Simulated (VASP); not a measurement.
# TiSi16 (a cell with a defect) in VASP: a series of runs, part 2 of 3

VASP 6.6.1. The steps go on from the part before.

### 3 Single point, PBE

INCAR

```
PREC = Accurate
ENCUT = 520
EDIFF = 1E-6
ISMEAR = -1
SIGMA = 0.05
LREAL = Auto
LASPH = True
NELM = 60
ALGO = Normal
ISIF = 2
LWAVE = False
LCHARG = False
GGA = PE
NBANDS = 52
```

KPOINTS

```
Automatic mesh
0
Gamma
  2 2 2
```

POSCAR

```
TiSi16
1.0
    0.0000000000      5.4300000000      5.4300000000
    5.4300000000      0.0000000000      5.4300000000
    5.4300000000      5.4300000000      0.0000000000
Si Ti
16 1
Direct
    0.0321270718     -0.0327163904     -0.0422007366
    0.1314180479      0.1165561694      0.0971639042
   -0.0305893186      0.0434622468      0.5112338858
    0.1555248619      0.1633885820      0.6103130755
    0.0186003683      0.5061878453     -0.0274953959
    0.1358287293      0.6004696133      0.1113351750
    0.0101104972      0.5072744015      0.4813075506
    0.1110036832      0.6428268877      0.5975782689
    0.5195211786     -0.0294475138     -0.0159484346
    0.6299447514      0.1005893186      0.1093001842
    0.4829465930      0.0239594843      0.4799079190
    0.6044659300      0.1405985267      0.6181123389
    0.4982412523      0.4841528545      0.0457918969
    0.6273296501      0.5751381215      0.1764825046
    0.4651197053      0.4948802947      0.6015469613
    0.6031399632      0.6659392265      0.6753314917
    0.3763627993      0.8742265193      0.3630110497
```

Potentials or basis: VASP PAW PBE potentials, release 64 (Si, Ti_sv).

On the command line:

```sh
> cat potpaw_PBE.64/Si/POTCAR potpaw_PBE.64/Ti_sv/POTCAR > POTCAR
> mpirun -np 1 vasp_std > vasp.out
```

OUTCAR:

```text
PREC = Accurate
   ENCUT = 520
   EDIFF = 1E-6
   ISMEAR = -1
   LREAL = Auto
   LASPH = True
   NELM = 60
   ISIF = 2
   GGA = PE

 ion  position               nearest neighbor table
   1  0.032  0.967  0.958-   4 2.27   6 2.31   2 2.44  10 2.53
   2  0.131  0.117  0.097-   9 2.44   1 2.44   5 2.45   3 2.63  17 2.78
   3  0.969  0.043  0.511-  12 2.30   8 2.53   4 2.56  17 2.57   2 2.63
   4  0.156  0.163  0.610-  11 2.08   7 2.18   1 2.27   3 2.56  17 2.94
   5  0.019  0.506  0.973-   6 2.20   8 2.36   2 2.45  14 2.51
   6  0.136  0.600  0.111-   5 2.20   1 2.31  13 2.32   7 2.33
   7  0.010  0.507  0.481-   4 2.18   8 2.22   6 2.33  16 2.61
   8  0.111  0.643  0.598-   7 2.22   5 2.36  15 2.38   3 2.53  17 2.70
   9  0.520  0.971  0.984-  10 2.29  12 2.32  17 2.38   2 2.44  14 2.51
  10  0.630  0.101  0.109-   9 2.29  11 2.34  13 2.45   1 2.53  17 2.61
  11  0.483  0.024  0.480-   4 2.08  16 2.32  10 2.34  17 2.35  12 2.36
  12  0.604  0.141  0.618-   3 2.30   9 2.32  15 2.33  11 2.36
  13  0.498  0.484  0.046-  14 2.21   6 2.32  16 2.36  10 2.45
  14  0.627  0.575  0.176-  13 2.21   5 2.51   9 2.51  17 2.67  15 2.70
  15  0.465  0.495  0.602-  12 2.33   8 2.38  16 2.43  17 2.50  14 2.70
  16  0.603  0.666  0.675-  11 2.32  13 2.36  15 2.43   7 2.61  17 2.98
[... 209 lines left out ...]
      2     -26.3122      2.00000
      3     -26.2710      2.00000
      4     -26.2194      2.00000
      5      -5.7852      2.00000
      6      -3.6768      2.00000
[... 413 lines left out ...]
     49       9.5708      0.00000
     50      10.2818      0.00000
 [bands above 50 left out]

------------------------ aborting loop because EDIFF is reached ----------------------------------------

  FORCE on cell =-STRESS in cart. coord.  units (eV):
  Direction    XX          YY          ZZ          XY          YZ          ZX
  --------------------------------------------------------------------------------------
  -------------------------------------------------------------------------------------
  Total        6.9373855      8.5601908     10.9598079      1.9147884      2.6656346      1.8890828
  in kB       34.7117832     42.8316243     54.8383071      9.5808025     13.3377238      9.4521823
  external PRESSURE =      44.1272382 kB  Pullay stress =       0.0000000 kB

 VOLUME and BASIS-vectors are now :
 -----------------------------------------------------------------------------
  energy-cutoff  :      520.00
  volume of cell :      320.21
      direct lattice vectors                 reciprocal lattice vectors
     0.000000000  5.430000000  5.430000000    -0.092081031  0.092081031  0.092081031
     5.430000000  0.000000000  5.430000000     0.092081031 -0.092081031  0.092081031
     5.430000000  5.430000000  0.000000000     0.092081031  0.092081031 -0.092081031

 POSITION                                       TOTAL-FORCE (eV/Angst)
 -----------------------------------------------------------------------------------
     10.45320      5.37530      5.42680         2.131361      0.198576     -0.397268
      1.16050      1.24120      1.34650         0.389738      0.158923     -0.246945
      3.01200      8.03990      5.49990        -1.416294      0.388705      0.616457
      4.20120      4.15850      1.73170         0.429507     -1.562773     -3.144571
      8.02930      5.38170      2.84960        -1.057699     -0.900274     -2.163222
      3.86510      1.34210      3.99810         0.764315      1.004273      0.842725
[... 9 lines left out ...]
      7.28310      6.94210      6.89110        -1.716494      0.537269      0.064387
      6.71820      4.01480      6.79070         0.472087     -0.469589     -1.536705
 -----------------------------------------------------------------------------------
    total drift:                               -0.009807     -0.011199     -0.001245

  FREE ENERGIE OF THE ION-ELECTRON SYSTEM (eV)
  ---------------------------------------------------
  free  energy   TOTEN  =       -89.3413867852 eV

  energy  without entropy=      -89.2658202632  energy(sigma->0) =      -89.30360352
```

OSZICAR:

```text
N       E                     dE             d eps       ncg     rms          rms(c)
DAV:   1     0.346852087282E+03    0.34685E+03   -0.30770E+04   840   0.127E+03
DAV:   2    -0.542640697841E+02   -0.40112E+03   -0.38248E+03   956   0.248E+02
DAV:   3    -0.899940021632E+02   -0.35730E+02   -0.34617E+02  1232   0.662E+01
DAV:   4    -0.925180568140E+02   -0.25241E+01   -0.24947E+01  1304   0.152E+01
DAV:   5    -0.925862200088E+02   -0.68163E-01   -0.68014E-01  1104   0.242E+00    0.185E+01
DAV:   6    -0.918091798153E+02    0.77704E+00   -0.19622E+01  1148   0.216E+01    0.158E+01
DAV:   7    -0.901569489862E+02    0.16522E+01   -0.26581E+01  1132   0.269E+01    0.958E+00
DAV:   8    -0.894546695126E+02    0.70228E+00   -0.16765E+00  1008   0.581E+00    0.342E+00
DAV:   9    -0.893384017400E+02    0.11627E+00   -0.64910E-01  1288   0.341E+00    0.747E-01
DAV:  10    -0.893403112157E+02   -0.19095E-02   -0.32780E-02  1016   0.714E-01    0.509E-01
DAV:  11    -0.893413387987E+02   -0.10276E-02   -0.51790E-03  1032   0.305E-01    0.243E-01
DAV:  12    -0.893413054650E+02    0.33334E-04   -0.17969E-03  1096   0.204E-01    0.685E-02
DAV:  13    -0.893413855155E+02   -0.80051E-04   -0.17376E-04   968   0.656E-02    0.236E-02
DAV:  14    -0.893413847161E+02    0.79939E-06   -0.16767E-05  1064   0.171E-02    0.904E-03
DAV:  15    -0.893413868362E+02   -0.21201E-05   -0.57118E-06  1056   0.979E-03    0.359E-03
DAV:  16    -0.893413867852E+02    0.51007E-07   -0.37506E-07   544   0.333E-03
   1 F= -.89341387E+02 E0= -.89303604E+02  d E =-.755665E-01
```

Wall time 4.1 min (1 thread of Intel Xeon 6975P-C (Granite Rapids), shared host); peak memory 0.49 GiB.

What came out:

```
Free energy            : -89.3414 eV
Pressure               : 4.4 GPa
Largest force          : 4.087 eV/Å
Band gap on the k mesh : zero (bands 38 and 39 overlap by 0.25 eV)
```

Forces in eV/Å, atoms in the order of the input:
```
Si   2.131  0.199 -0.397
Si   0.390  0.159 -0.247
Si  -1.416  0.389  0.616
Si   0.430 -1.563 -3.145
Si  -1.058 -0.900 -2.163
Si   0.764  1.004  0.843
Si   1.300 -2.405 -0.496
Si   1.614  0.657  1.186
Si  -0.712 -0.728 -0.463
Si  -0.038  0.217  2.135
Si  -0.877  2.744  2.900
Si  -0.147  0.034  0.206
Si  -1.594 -0.781 -1.276
Si   1.099  1.183  1.558
Si  -0.642 -0.275  0.215
Si  -1.716  0.537  0.064
Ti   0.472 -0.470 -1.537
```

Caveat: the k points lie up to 0.50 Å⁻¹ apart.

### 4 Single point, PBE

INCAR

```
  PREC = Accurate
  ENCUT = 520
  EDIFF = 1E-6
  ISMEAR = -1
  SIGMA = 0.05
  LREAL = Auto
  LASPH = T
  NELM = 80
  ALGO = Normal
  ISIF = 2
  LWAVE = F
  LCHARG = F
  GGA = PE
  NBANDS = 52
```

KPOINTS

```
regular mesh
0
Gamma
  2 2 2
```

POSCAR

```
TiSi16
1.0
    0.0000000000      5.4300000000      5.4300000000
    5.4300000000      0.0000000000      5.4300000000
    5.4300000000      5.4300000000      0.0000000000
Si Ti
16 1
Direct
    0.0079558011     -0.0107918969     -0.0369797422
    0.1312891344      0.1193186004      0.0937937385
   -0.0171178637      0.0102302026      0.5226979742
    0.1820534070      0.1247605893      0.6177071823
    0.0104511971      0.4801012891     -0.0248158379
    0.1052670350      0.6183977901      0.1411786372
   -0.0224493554      0.4909208103      0.5284346225
    0.0847329650      0.6460773481      0.6351933702
    0.5009944751     -0.0115101289     -0.0226151013
    0.6396316759      0.1263167587      0.0996500921
    0.5427163904      0.0101565378      0.5124401473
    0.6169705341      0.1659392265      0.6168416206
    0.4774769797      0.4736464088      0.0127992634
    0.6284990792      0.6140239411      0.1164364641
    0.4509392265      0.5127808471      0.5174953959
    0.6194935543      0.6146869245      0.6529926335
    0.3973941068      0.8848895028      0.3902670350
```

On the command line:

```sh
> cat potpaw_PBE.64/Si/POTCAR potpaw_PBE.64/Ti_sv/POTCAR > POTCAR
> mpirun -np 1 vasp_std > vasp.out
```

It took 4.7 min on 1 thread of Intel Xeon 6975P-C (Granite Rapids), shared host; peak memory 0.49 GiB.

The run converged. Its results:

```yaml
Free_energy: -89.9856 eV
Pressure: 5.0 GPa
Largest_force: 3.152 eV/Å
Band_gap_on_the_k_mesh: zero (bands 38 and 39 overlap by 0.32 eV)
```

Forces in eV/Å, atoms in the order of the input:
```
Si   0.874  1.277 -0.536
Si   0.222  0.756 -1.265
Si  -0.488 -0.164  1.643
Si   0.527 -1.411 -0.266
Si   2.736  1.432 -0.631
Si  -0.653 -0.359 -0.760
Si  -1.292 -0.028  1.098
Si  -0.702 -1.188  0.693
Si   0.199  0.487  0.233
Si  -0.549  0.926 -1.527
Si  -2.662 -0.837 -1.307
Si   0.813  1.980  0.979
Si   1.891 -0.060  1.096
Si  -0.198  0.014 -0.581
Si  -0.389  0.072  1.076
Si   0.444 -1.092  0.104
Ti  -0.772 -1.806 -0.049
```

Stress tensor (GPa, compression positive):
```
 5.23 -2.35  0.04
-2.35  4.76 -1.50
 0.04 -1.50  4.97
```

Levels at points of the mesh, in eV from the Fermi level:
| k point | band 35 | band 36 | band 37 | band 38 | band 39 | band 40 | band 41 | band 42 |
| --- | --- | --- | --- | --- | --- | --- | --- | --- |
| (0.00, 0.00, 0.00) | -0.85 | -0.77 | -0.63 | -0.50 | -0.23 | -0.13 | 0.17 | 0.27 |
| (0.50, 0.00, 0.00) | -1.34 | -0.80 | -0.12 | -0.04 | 0.21 | 0.39 | 0.74 | 0.98 |
| (0.00, 0.50, 0.00) | -1.23 | -0.88 | -0.35 | -0.20 | 0.13 | 0.34 | 0.74 | 0.93 |
| (0.00, 0.00, 0.50) | -1.39 | -0.79 | -0.18 | -0.01 | 0.07 | 0.27 | 0.44 | 0.76 |
| (0.50, 0.50, 0.50) | -1.40 | -1.23 | -0.16 | -0.04 | 0.19 | 0.38 | 0.51 | 0.81 |
| (0.50, 0.50, 0.00) | -1.72 | -1.37 | -0.41 | -0.09 | 0.38 | 0.77 | 0.97 | 1.32 |
| (0.00, 0.50, 0.50) | -1.66 | -1.43 | -0.32 | -0.17 | 0.53 | 0.76 | 0.99 | 1.22 |
| (0.50, 0.00, 0.50) | -1.71 | -1.58 | -0.40 | 0.09 | 0.62 | 0.80 | 1.01 | 1.18 |

Caveat: the k points lie up to 0.50 Å⁻¹ apart.

### 5 Single point, PBE

INCAR

```
SYSTEM = TiSi16
PREC = Accurate
ENCUT = 520
EDIFF = 1E-6
ISMEAR = -1
SIGMA = 0.05
LREAL = Auto
LASPH = .True.
NELM = 60
ALGO = Normal
ISIF = 2
LWAVE = .False.
LCHARG = .False.
GGA = PE
NBANDS = 52
```

KPOINTS

```
Automatic mesh
0
Gamma
  2 2 2
  0 0 0
```

POSCAR

```
TiSi16
1.0
    0.0000000000      5.4300000000      5.4300000000
    5.4300000000      0.0000000000      5.4300000000
    5.4300000000      5.4300000000      0.0000000000
Si Ti
16 1
Direct
   -0.0137108656      0.0222191529      0.0015745856
    0.0941896869      0.1404327808      0.1375414365
   -0.0370810313      0.0212615101      0.5801012891
    0.2502025783      0.0911786372      0.6418600368
   -0.0306629834      0.5186187845      0.0227624309
    0.1448434622      0.6352670350      0.1170534070
    0.0473480663      0.4618416206      0.5137384899
    0.0572744015      0.6524125230      0.6496685083
    0.4561970534      0.0004880295      0.0133609576
    0.6271915285      0.1422191529      0.0583333333
    0.6422099448     -0.0291896869      0.3969244936
    0.5945580110      0.1178913444      0.6329742173
    0.5067403315      0.5464272560     -0.0414180479
    0.6167955801      0.6153038674      0.1290423573
    0.4424125230      0.4957274401      0.5104419890
    0.6698158379      0.5537569061      0.6007550645
    0.3331952118      0.8844290976      0.4011510129
```

Potentials or basis: VASP PAW PBE potentials, release 64 (Si, Ti_sv).

On the command line:

```sh
> cat potpaw_PBE.64/Si/POTCAR potpaw_PBE.64/Ti_sv/POTCAR > POTCAR
> mpirun -np 1 vasp_std > vasp.out
```

OUTCAR:

```text
SYSTEM = TiSi16
   PREC = Accurate
   ENCUT = 520
   EDIFF = 1E-6
   ISMEAR = -1
   LREAL = Auto
   LASPH = .True.
   NELM = 60
   ISIF = 2
   GGA = PE

 ion  position               nearest neighbor table
   1  0.986  0.022  0.002-   2 2.27  10 2.30   6 2.43   4 2.46  11 2.86
   2  0.094  0.140  0.138-   1 2.27   9 2.28   5 2.37  17 2.73   3 2.79
   3  0.963  0.021  0.580-  17 2.37   8 2.38  12 2.40   2 2.79   4 2.80
   4  0.250  0.091  0.642-   7 2.41   1 2.46  11 2.60  17 2.66  12 2.72   3 2.80
   5  0.969  0.519  0.023-  14 2.22   8 2.35   2 2.37   6 2.44
   6  0.145  0.635  0.117-  13 2.29   1 2.43   5 2.44   7 2.50
   7  0.047  0.462  0.514-   8 2.23   4 2.41  16 2.42   6 2.50
   8  0.057  0.652  0.650-   7 2.23   5 2.35   3 2.38  15 2.43  17 2.76
   9  0.456  0.000  0.013-   2 2.28  10 2.30  12 2.39  14 2.42  17 2.44
  10  0.627  0.142  0.058-  11 2.29   9 2.30   1 2.30  13 2.56
  11  0.642  0.971  0.397-  10 2.29  12 2.38   4 2.60  16 2.72  17 2.75   1 2.86
  12  0.595  0.118  0.633-  15 2.38  11 2.38   9 2.39   3 2.40   4 2.72
  13  0.507  0.546  0.959-  14 2.23   6 2.29  16 2.37  10 2.56
  14  0.617  0.615  0.129-   5 2.22  13 2.23  15 2.42   9 2.42  17 2.94
  15  0.442  0.496  0.510-  12 2.38  14 2.42   8 2.43  17 2.45  16 2.46
  16  0.670  0.554  0.601-  13 2.37   7 2.42  15 2.46  11 2.72  17 3.00
  17  0.333  0.884  0.401-   3 2.37   9 2.44  15 2.45   4 2.66   2 2.73  11 2.75   8 2.76  14 2.94
                            16 3.00

  LATTYP: Found a face centered cubic cell.
 ALAT       =    10.8600000000

  Lattice vectors:

 A1 = (   0.0000000000,   5.4300000000,   5.4300000000)
 A2 = (   5.4300000000,   0.0000000000,   5.4300000000)
 A3 = (   5.4300000000,   5.4300000000,   0.0000000000)

Analysis of symmetry for initial positions (statically):
=====================================================================
 Subroutine PRICEL returns:
 Original cell was already a primitive cell.

 Routine SETGRP: Setting up the symmetry group for a
 face centered cubic supercell.

 Subroutine GETGRP returns: Found  1 space group operations
 (whereof  1 operations were pure point group operations)
 out of a pool of 48 trial point group operations.

The static configuration has the point symmetry C_1 .
[... 153 lines left out ...]
   AEXX    =    0.0000 exact exchange contribution
   IVDW    =     0    specifies the selected vdW correction
   LEPSILON=     F    determine dielectric tensor
   LRPA    =     F    only Hartree local field effects (RPA)
 non-spin polarized calculation
  energy-cutoff  :      520.00
  volume of cell :      320.21
 maximum number of plane-waves:      8646
 NGX is ok and might be reduce to    60
   NGX = 29   NGY = 29   NGZ = 29

 number of electron      75.9999998 magnetization

 Free energy of the ion-electron system (eV)
  ---------------------------------------------------
  ext. energy  EPLUGINS =         0.00000000
  ---------------------------------------------------
  free energy    TOTEN  =       -89.80660452 eV

  energy without entropy =      -89.75458649  energy(sigma->0) =      -89.78059551

 E-fermi :   6.6951     XC(G=0):  -9.8306

 val. band max:        6.6786976536   @ k =   0.5000   0.5000   0.5000
 cond. band min:       6.7245370100   @ k =   0.5000   0.0000   0.0000
 fundamental gap:      0.0458393564
 Fermi energy:         6.6950867112

 k-point     1 :       0.0000    0.0000    0.0000
  band No.  band energies     occupation
      1     -50.0977      2.00000
      2     -26.4994      2.00000
      3     -26.4215      2.00000
      4     -26.3677      2.00000
      5      -5.6825      2.00000
      6      -3.5684      2.00000
[... 413 lines left out ...]
     49       9.4282      0.00000
     50      10.0285      0.00000
 [bands above 50 left out]

------------------------ aborting loop because EDIFF is reached ----------------------------------------

  FORCE on cell =-STRESS in cart. coord.  units (eV):
  Direction    XX          YY          ZZ          XY          YZ          ZX
  --------------------------------------------------------------------------------------
  -------------------------------------------------------------------------------------
  Total        4.8078611      3.1131675      2.9137373      2.2576845      4.7534480     -1.3785732
  in kB       24.0565316     15.5769917     14.5791261     11.2965114     23.7842711     -6.8978052
  external PRESSURE =      18.0708831 kB  Pullay stress =       0.0000000 kB

 VOLUME and BASIS-vectors are now :
 -----------------------------------------------------------------------------
  energy-cutoff  :      520.00
  volume of cell :      320.21
      direct lattice vectors                 reciprocal lattice vectors
     0.000000000  5.430000000  5.430000000    -0.092081031  0.092081031  0.092081031
     5.430000000  0.000000000  5.430000000     0.092081031 -0.092081031  0.092081031
     5.430000000  5.430000000  0.000000000     0.092081031  0.092081031 -0.092081031

 POSITION                                       TOTAL-FORCE (eV/Angst)
 -----------------------------------------------------------------------------------
      0.12920      5.36410      5.47620        -1.417233      0.647321     -0.160717
      1.50940      1.25830      1.27400         1.605280      0.110460     -0.656403
      3.26540      8.37860      5.34410         0.462600     -0.933951      0.217032
      3.98040      4.84390      1.85370         0.066910     -0.506746     -0.471243
      2.93970      5.38710      8.07960        -0.697322      1.370203      1.236522
      4.08510      1.42210      4.23600         1.020498     -0.535113     -1.077619
[... 9 lines left out ...]
      6.26900      6.89920      6.64400         0.762709     -0.462821      0.772488
      6.98070      3.98750      6.61170        -0.169661      1.335032      1.092674
 -----------------------------------------------------------------------------------
    total drift:                                0.007084      0.005207      0.004122

  FREE ENERGIE OF THE ION-ELECTRON SYSTEM (eV)
  ---------------------------------------------------
  free  energy   TOTEN  =       -89.8066045212 eV

  energy  without entropy=      -89.7545864906  energy(sigma->0) =      -89.78059551
```

Run time: 3.8 min. Hardware: 1 thread of Intel Xeon 6975P-C (Granite Rapids), shared host; peak memory 0.48 GiB.

What came out:

* Free energy: -89.8066 eV
* Pressure: 1.8 GPa
* Largest force: 2.141 eV/Å
* Band gap on the k mesh: zero (bands 38 and 39 overlap by 0.39 eV)

Forces in eV/Å, atoms in the order of the input:
```
Si  -1.417  0.647 -0.161
Si   1.605  0.110 -0.656
Si   0.463 -0.934  0.217
Si   0.067 -0.507 -0.471
Si  -0.697  1.370  1.237
Si   1.020 -0.535 -1.078
Si  -1.461 -1.197 -0.196
Si   0.661  0.638  0.565
Si  -1.553 -0.565  0.903
Si   0.995 -0.807  0.937
Si   0.191  0.748 -1.381
Si   0.102 -0.345 -0.188
Si  -1.834 -0.304 -1.063
Si   1.725 -0.074 -0.366
Si  -0.460  0.881 -0.165
Si   0.763 -0.463  0.772
Ti  -0.170  1.335  1.093
```

Stress tensor (GPa, compression positive):
```
 2.41  1.13 -0.69
 1.13  1.56  2.38
-0.69  2.38  1.46
```

Levels at points of the mesh, in eV from the Fermi level:
```csv
k point,band 34,band 35,band 36,band 37,band 38,band 39,band 40,band 41,band 42,band 43
"(0.00, 0.00, 0.00)",-1.20,-0.81,-0.69,-0.43,-0.27,-0.11,0.04,0.11,0.79,0.89
"(0.50, 0.00, 0.00)",-1.09,-0.80,-0.67,-0.45,0.03,0.33,0.57,0.74,0.99,1.18
"(0.00, 0.50, 0.00)",-1.39,-1.18,-1.16,-0.30,-0.23,-0.09,0.46,0.63,0.90,1.01
"(0.00, 0.00, 0.50)",-1.43,-1.24,-0.83,-0.36,-0.24,0.12,0.45,0.68,1.01,1.12
"(0.50, 0.50, 0.50)",-1.36,-0.98,-0.53,-0.23,-0.02,0.22,0.50,0.69,0.81,1.22
"(0.50, 0.50, 0.00)",-1.47,-1.34,-1.03,-0.19,-0.10,0.60,0.84,0.94,1.19,1.58
"(0.00, 0.50, 0.50)",-1.36,-1.29,-1.01,-0.57,-0.26,0.64,0.94,1.17,1.27,1.39
"(0.50, 0.00, 0.50)",-1.42,-1.33,-1.27,-0.45,0.29,0.47,0.57,1.06,1.29,1.65
```

Caveat: the k points lie up to 0.50 Å⁻¹ apart; the atoms stand as in a frame of molecular dynamics.

(Continued in part 3 of 3.)

The gap in the log of VASP goes by the Fermi energy; the results here count the filled bands.